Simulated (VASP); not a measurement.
# Na3LaO3 (Pm-3m) in VASP: vibrations by perturbation theory with PBE

Aim: the vibrations by perturbation theory of Na3LaO3 with PBE.

Program: VASP 6.6.1. These are calculated values, not measurements. Logs are shortened: lines on timing, memory, paths and dates and some standing lists are left out, and cuts for length are marked.

### Step 1. The cell of the first run

Symmetry: Pm-3m, No. 221, cubic system. Conventional cell: a = 4.897 Å, b = 4.897 Å, c = 4.897 Å, α = 90.00°, β = 90.00°, γ = 90.00°. Within 3.2 Å of Na (site symmetry 4/mmm) lie 4 O at 2.45 Å. La (site symmetry m-3m) has 6 O at 2.45 Å within 3.2 Å. O (site symmetry 4/mmm) has 4 Na at 2.45 Å and 2 La at 2.45 Å within 3.2 Å.

### Step 2. Vibrations by perturbation theory, PBE

The input, INCAR:

```
  PREC = Accurate
  ENCUT = 520
  EDIFF = 1E-8
  ISMEAR = 0
  SIGMA = 0.01
  LREAL = F
  LASPH = T
  NELM = 100
  ALGO = Normal
  ISIF = 2
  LWAVE = F
  LCHARG = F
  GGA = PE
  NBANDS = 34
  IBRION = 8
  NSW = 1
  LEPSILON = T
```

The input, KPOINTS:

```
Automatic mesh
0
Gamma
  6 6 6
```

The input, POSCAR:

```
Na3LaO3
1.0
    4.8971842083      0.0000000000      0.0000000000
    0.0000000000      4.8971842083      0.0000000000
    0.0000000000      0.0000000000      4.8971842083
Na La O
3 1 3
Direct
    0.0000000000      0.5000000000      0.0000000000
    0.0000000000      0.0000000000      0.5000000000
    0.5000000000      0.0000000000      0.0000000000
    0.5000000000      0.5000000000      0.5000000000
    0.5000000000      0.0000000000      0.5000000000
    0.5000000000      0.5000000000      0.0000000000
    0.0000000000      0.5000000000      0.5000000000
```

Potentials or basis: VASP PAW PBE potentials, release 64 (Na_pv, La, O).

Launch:

```sh
> cat potpaw_PBE.64/Na_pv/POTCAR potpaw_PBE.64/La/POTCAR potpaw_PBE.64/O/POTCAR > POTCAR
> mpirun -np 1 vasp_std > vasp.out
```

OUTCAR:

```text
PREC = Accurate
   ENCUT = 520
   EDIFF = 1E-8
   ISMEAR = 0
   LREAL = F
   LASPH = T
   NELM = 100
   ISIF = 2
   GGA = PE
   IBRION = 8
   NSW = 1
   LEPSILON = T

 ion  position               nearest neighbor table
   1  0.000  0.500  0.000-
   2  0.000  0.000  0.500-
   3  0.500  0.000  0.000-
   4  0.500  0.500  0.500-   5 2.45   6 2.45   7 2.45   6 2.45   5 2.45   7 2.45
   5  0.500  0.000  0.500-   4 2.45   4 2.45
   6  0.500  0.500  0.000-   4 2.45   4 2.45
   7  0.000  0.500  0.500-   4 2.45   4 2.45

  LATTYP: Found a simple cubic cell.
 ALAT       =     4.8971842083

  Lattice vectors:

 A1 = (   4.8971842083,   0.0000000000,   0.0000000000)
 A2 = (   0.0000000000,   4.8971842083,   0.0000000000)
 A3 = (   0.0000000000,   0.0000000000,   4.8971842083)

Analysis of symmetry for initial positions (statically):
=====================================================================
 Subroutine PRICEL returns:
 Original cell was already a primitive cell.

 Routine SETGRP: Setting up the symmetry group for a
 simple cubic supercell.

 Subroutine GETGRP returns: Found 48 space group operations
 (whereof 48 operations were pure point group operations)
 out of a pool of 48 trial point group operations.

The static configuration has the point symmetry O_h .

Analysis of symmetry for dynamics (positions and initial velocities):
=====================================================================
 Subroutine PRICEL returns:
 Original cell was already a primitive cell.

 Routine SETGRP: Setting up the symmetry group for a
 simple cubic supercell.

 Subroutine GETGRP returns: Found 48 space group operations
 (whereof 48 operations were pure point group operations)
 out of a pool of 48 trial point group operations.

The dynamic configuration has the point symmetry O_h .

 Subroutine INISYM returns: Found 48 space group operations
 (whereof 48 operations are pure point group operations),
 and found     1 'primitive' translations

----------------------------------------------------------------------------------------

                                     Primitive cell

  volume of cell :     117.4463

  direct lattice vectors                    reciprocal lattice vectors
     4.897184208  0.000000000  0.000000000     0.204198976  0.000000000  0.000000000
     0.000000000  4.897184208  0.000000000     0.000000000  0.204198976  0.000000000
     0.000000000  0.000000000  4.897184208     0.000000000  0.000000000  0.204198976

  length of vectors
     4.897184208  4.897184208  4.897184208     0.204198976  0.204198976  0.204198976

  position of ions in fractional coordinates (direct lattice)
[... 973 lines left out ...]

 PIEZOELECTRIC TENSOR (including local field effects)  for field in x, y, z        (e  Angst)
          XX          YY          ZZ          XY          YZ          ZX
  --------------------------------------------------------------------------------
  x     0.00000     0.00000     0.00000     0.00000     0.00000     0.00000
  y     0.00000     0.00000     0.00000     0.00000     0.00000     0.00000
  z     0.00000     0.00000     0.00000     0.00000     0.00000     0.00000

 PIEZOELECTRIC TENSOR (including local field effects)  for field in x, y, z        (C/m^2)
          XX          YY          ZZ          XY          YZ          ZX
  --------------------------------------------------------------------------------
  x     0.00000     0.00000     0.00000     0.00000     0.00000     0.00000
  y     0.00000     0.00000     0.00000     0.00000     0.00000     0.00000
  z     0.00000     0.00000     0.00000     0.00000     0.00000     0.00000

 BORN EFFECTIVE CHARGES (including local field effects) (in |e|, cummulative output)
 ---------------------------------------------------------------------------------
 ion    1
    1     1.12037     0.00000     0.00000
    2     0.00000     0.66808    -0.00000
    3    -0.00000     0.00000     1.12037
 ion    2
    1     1.12037     0.00000    -0.00000
    2    -0.00000     1.12037     0.00000
    3     0.00000    -0.00000     0.66808
 ion    3
    1     0.66808     0.00000    -0.00000
    2     0.00000     1.12037     0.00000
    3    -0.00000     0.00000     1.12037
 ion    4
    1     3.92396     0.00000     0.00000
    2    -0.00000     3.92396    -0.00000
    3     0.00000     0.00000     3.92396
 ion    5
    1    -1.49258     0.00000     0.00000
    2     0.00000    -3.84763    -0.00000
    3     0.00000     0.00000    -1.49258
 ion    6
    1    -1.49258    -0.00000     0.00000
    2    -0.00000    -1.49258    -0.00000
    3     0.00000    -0.00000    -3.84763
 ion    7
    1    -3.84763     0.00000     0.00000
    2    -0.00000    -1.49258     0.00000
    3     0.00000     0.00000    -1.49258

 INTERNAL STRAIN TENSOR FOR ION    7 for displacements in x,y,z  (eV/Angst):
          X           Y           Z          XY          YZ          ZX
  --------------------------------------------------------------------------------
  x     0.00000     0.00000     0.00000     0.00000     0.00000     0.00000
  y     0.00000     0.00000     0.00000     0.00000     0.00000     0.00000
  z     0.00000     0.00000     0.00000     0.00000     0.00000     0.00000

 SECOND DERIVATIVES (NOT SYMMETRIZED)
 ------------------------------------
               1X          1Y          1Z          2X          2Y          2Z          3X          3Y          3Z          4X          4Y          4Z          5X          5Y          5Z          6X          6Y          6Z          7X          7Y          7Z
  1X    -3.233007    0.000000    0.000000   -0.202456    0.000000    0.000000    0.664884    0.000000    0.000000    1.790713    0.000000    0.000000   -0.265203    0.000000    0.000000    0.640559    0.000000    0.000000    0.604509    0.000000    0.000000
  1Y     0.000000   -2.049817    0.000000   -0.000000    0.666211   -0.000000    0.000000    0.666211    0.000000    0.000000   -0.570182    0.000000    0.000000   -0.202500   -0.000000   -0.000000    0.745038    0.000000    0.000000    0.745038   -0.000000
  1Z     0.000000    0.000000   -3.233007    0.000000    0.000000    0.664884    0.000000    0.000000   -0.202456    0.000000    0.000000    1.790713    0.000000    0.000000   -0.265203    0.000000    0.000000    0.604509    0.000000    0.000000    0.640559
  2X    -0.202456    0.000000    0.000000   -3.233007    0.000000    0.000000    0.664884    0.000000    0.000000    1.790713    0.000000    0.000000    0.640559    0.000000    0.000000   -0.265203    0.000000    0.000000    0.604509    0.000000    0.000000
  2Y     0.000000    0.664884    0.000000    0.000000   -3.233007    0.000000    0.000000   -0.202456    0.000000    0.000000    1.790713    0.000000    0.000000    0.604509    0.000000    0.000000   -0.265203    0.000000    0.000000    0.640559    0.000000
  2Z    -0.000000    0.000000    0.666211   -0.000000    0.000000   -2.049817   -0.000000    0.000000    0.666211   -0.000000    0.000000   -0.570182    0.000000    0.000000    0.745038   -0.000000    0.000000   -0.202500   -0.000000    0.000000    0.745038
  3X     0.666211    0.000000    0.000000    0.666211   -0.000000   -0.000000   -2.049817    0.000000    0.000000   -0.570182    0.000000    0.000000    0.745038    0.000000   -0.000000    0.745038   -0.000000    0.000000   -0.202500    0.000000   -0.000000
  3Y     0.000000    0.664884    0.000000    0.000000   -0.202456    0.000000    0.000000   -3.233007    0.000000    0.000000    1.790713    0.000000    0.000000    0.604509    0.000000    0.000000    0.640559    0.000000    0.000000   -0.265203    0.000000
  3Z     0.000000    0.000000   -0.202456    0.000000    0.000000    0.664884    0.000000    0.000000   -3.233007    0.000000    0.000000    1.790713    0.000000    0.000000    0.640559    0.000000    0.000000    0.604509    0.000000    0.000000   -0.265203
  4X     1.854418   -0.000000    0.000000    1.854418   -0.000000   -0.000000   -0.496710    0.000000   -0.000000   -7.418600   -0.000000    0.000000    1.104618    0.000000   -0.000000    1.104618    0.000000    0.000000    1.997238    0.000000   -0.000000
  4Y     0.000000   -0.496710    0.000000   -0.000000    1.854418   -0.000000   -0.000000    1.854418   -0.000000   -0.000000   -7.418600    0.000000    0.000000    1.997238    0.000000    0.000000    1.104618   -0.000000    0.000000    1.104618   -0.000000
  4Z     0.000000    0.000000    1.854418   -0.000000   -0.000000   -0.496710    0.000000    0.000000    1.854418    0.000000    0.000000   -7.418600    0.000000   -0.000000    1.104618    0.000000    0.000000    1.997238   -0.000000    0.000000    1.104618
  5X    -0.280336    0.000000    0.000000    0.626620    0.000000    0.000000    0.727447    0.000000    0.000000    1.021820    0.000000    0.000000   -2.674809    0.000000    0.000000   -0.646613    0.000000    0.000000    1.225870    0.000000    0.000000
  5Y     0.000000   -0.208397   -0.000000   -0.000000    0.599801   -0.000000    0.000000    0.599801    0.000000   -0.000000    2.105319   -0.000000   -0.000000   -5.561707    0.000000   -0.000000    1.232591    0.000000   -0.000000    1.232591   -0.000000
  5Z     0.000000    0.000000   -0.280336    0.000000    0.000000    0.727447    0.000000    0.000000    0.626620    0.000000    0.000000    1.021820    0.000000    0.000000   -2.674809    0.000000    0.000000    1.225870    0.000000    0.000000   -0.646613
  6X     0.626620    0.000000    0.000000   -0.280336    0.000000    0.000000    0.727447    0.000000    0.000000    1.021820    0.000000    0.000000   -0.646613    0.000000    0.000000   -2.674809    0.000000    0.000000    1.225870    0.000000    0.000000
  6Y     0.000000    0.727447    0.000000    0.000000   -0.280336    0.000000    0.000000    0.626620    0.000000    0.000000    1.021820    0.000000    0.000000    1.225870    0.000000    0.000000   -2.674809    0.000000    0.000000   -0.646613    0.000000
  6Z     0.000000    0.000000    0.599801    0.000000    0.000000   -0.208397    0.000000    0.000000    0.599801    0.000000    0.000000    2.105319    0.000000    0.000000    1.232591    0.000000    0.000000   -5.561707    0.000000    0.000000    1.232591
  7X     0.599801   -0.000000   -0.000000    0.599801    0.000000    0.000000   -0.208397    0.000000    0.000000    2.105319   -0.000000    0.000000    1.232591   -0.000000    0.000000    1.232591   -0.000000   -0.000000   -5.561707   -0.000000    0.000000
  7Y     0.000000    0.727447    0.000000    0.000000    0.626620    0.000000    0.000000   -0.280336    0.000000    0.000000    1.021820    0.000000    0.000000    1.225870    0.000000    0.000000   -0.646613    0.000000    0.000000   -2.674809    0.000000
  7Z     0.000000    0.000000    0.626620    0.000000    0.000000    0.727447    0.000000    0.000000   -0.280336    0.000000    0.000000    1.021820    0.000000    0.000000   -0.646613    0.000000    0.000000    1.225870    0.000000    0.000000   -2.674809

 Eigenvectors and eigenvalues of the dynamical matrix
 ----------------------------------------------------

   1 f  =   10.082272 THz    63.348781 2PiTHz  336.308382 cm-1    41.696906 meV
             X         Y         Z           dx          dy          dz
      0.000000  2.448592  0.000000    -0.081687   -0.039553    0.000000
      0.000000  0.000000  2.448592    -0.081687    0.028567   -0.000000
      2.448592  0.000000  0.000000     0.113104    0.028567    0.000000
      2.448592  2.448592  2.448592    -0.042101    0.014723   -0.000000
      2.448592  0.000000  2.448592    -0.310750   -0.286245    0.000000
      2.448592  2.448592  0.000000    -0.310750    0.108671   -0.000000
      0.000000  2.448592  2.448592     0.818529    0.108671    0.000000
[... 191 lines left out ...]
  21 f/i=    0.072017 THz     0.452498 2PiTHz    2.402236 cm-1     0.297839 meV
             X         Y         Z           dx          dy          dz
      0.000000  2.448592  0.000000    -0.105675   -0.289193    0.005228
      0.000000  0.000000  2.448592    -0.105675   -0.282274    0.005356
      2.448592  0.000000  0.000000    -0.108265   -0.282274    0.005228
      2.448592  2.448592  2.448592    -0.255225   -0.681746    0.012627
      2.448592  0.000000  2.448592    -0.089632   -0.233236    0.004435
      2.448592  2.448592  0.000000    -0.089632   -0.239422    0.004320
      0.000000  2.448592  2.448592    -0.087317   -0.239422    0.004435

--------------------------------------------------------------------------------------------------------

 MACROSCOPIC STATIC DIELECTRIC TENSOR IONIC CONTRIBUTION
 ------------------------------------------------------
          10.217762    -0.000000    -0.000000
          -0.000000    10.217762     0.000000
          -0.000000     0.000000    10.217762
 ------------------------------------------------------

 ELASTIC MODULI CONTR FROM IONIC RELAXATION (kBar)
 Direction    XX          YY          ZZ          XY          YZ          ZX
 --------------------------------------------------------------------------------
 XX           0.0000      0.0000      0.0000      0.0000      0.0000      0.0000
 YY           0.0000      0.0000      0.0000      0.0000      0.0000      0.0000
 ZZ           0.0000      0.0000      0.0000      0.0000      0.0000      0.0000
 XY           0.0000      0.0000      0.0000      0.0000      0.0000      0.0000
 YZ           0.0000      0.0000      0.0000      0.0000      0.0000      0.0000
 ZX           0.0000      0.0000      0.0000      0.0000      0.0000      0.0000
 --------------------------------------------------------------------------------

 PIEZOELECTRIC TENSOR IONIC CONTR  for field in x, y, z        (C/m^2)
          XX          YY          ZZ          XY          YZ          ZX
  --------------------------------------------------------------------------------
  x     0.00000     0.00000     0.00000     0.00000     0.00000     0.00000
  y     0.00000     0.00000     0.00000     0.00000     0.00000     0.00000
  z     0.00000     0.00000     0.00000     0.00000     0.00000     0.00000
```

Run time: 35 min. Hardware: 1 thread of Intel Xeon 6975P-C (Granite Rapids), shared host; peak memory 0.72 GiB.

What came out:

| Quantity | Value |
| --- | --- |
| Electronic dielectric tensor (diagonal) | 3.75 |
| Born charges (mean of the diagonal) | Na +0.97; La +3.92; O -2.28 e |
| Highest phonon frequency at Γ, LO-TO splitting left out | 336 cm⁻¹ |

Phonon frequencies in cm⁻¹ (negative: imaginary):
```
              q point                                                                       frequencies
(0.000, 0.000, 0.000)  -2 -2 -2 130 130 130 149 149 149 219 219 219 222 222 222 226 226 226 336 336 336
```

Electronic dielectric tensor:
```
3.75 0.00 0.00
0.00 3.75 0.00
0.00 0.00 3.75
```

Born effective charge tensors (e):
atom 1, Na
```
1.12 0.00 0.00
0.00 0.67 0.00
0.00 0.00 1.12
```
atom 2, Na
```
1.12 0.00 0.00
0.00 1.12 0.00
0.00 0.00 0.67
```
atom 3, Na
```
0.67 0.00 0.00
0.00 1.12 0.00
0.00 0.00 1.12
```
atom 4, La
```
3.92 0.00 0.00
0.00 3.92 0.00
0.00 0.00 3.92
```
atom 5, O
```
-1.49  0.00  0.00
 0.00 -3.85  0.00
 0.00  0.00 -1.49
```
atom 6, O
```
-1.49  0.00  0.00
 0.00 -1.49  0.00
 0.00  0.00 -3.85
```
atom 7, O
```
-3.85  0.00  0.00
 0.00 -1.49  0.00
 0.00  0.00 -1.49
```

Caveat: spin-orbit coupling is left out, which moves the levels of the heavy elements.
